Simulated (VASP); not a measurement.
A run of VASP 6.6.1 is set up as follows.

The input INCAR:

```
SYSTEM = Ni
  PREC = Accurate
  ENCUT = 520
  EDIFF = 1E-6
  ISMEAR = -1
  SIGMA = 0.05
  LREAL = .False.
  LASPH = .True.
  NELM = 150
  ALGO = Normal
  ISIF = 2
  LWAVE = .False.
  LCHARG = .True.
  ISPIN = 2
  MAGMOM = 1
  LORBIT = 11
  LMAXMIX = 4
  GGA = PS
  LELF = .True.
  LVHAR = .True.
  NBANDS = 15
```

The input KPOINTS:

```
regular mesh
0
Gamma
  19 19 19
  0 0 0
```

The input POSCAR:

```
Ni
1.0
    0.0000000000      1.4441357910      1.4441357910
    1.4441357910      0.0000000000      1.4441357910
    1.4441357910      1.4441357910      0.0000000000
Ni
1
Direct
    0.0000000000      0.0000000000      0.0000000000
```

Potentials or basis: VASP PAW PBE potentials, release 64 (Ni).

The run is started by

```console
$ cat potpaw_PBE.64/Ni/POTCAR > POTCAR
$ mpirun -np 1 vasp_std > vasp.out
```

(1) Estimate the site moments.

(2) What does it give for the pressure?

(3) Estimate the net moment.

Results:

(1) Ni +0.40 μB.

(2) 456.4 GPa.

(3) 0.43 μB per cell.

Caveat: the PAW data sets were made with another functional, which shifts forces and pressure a little.
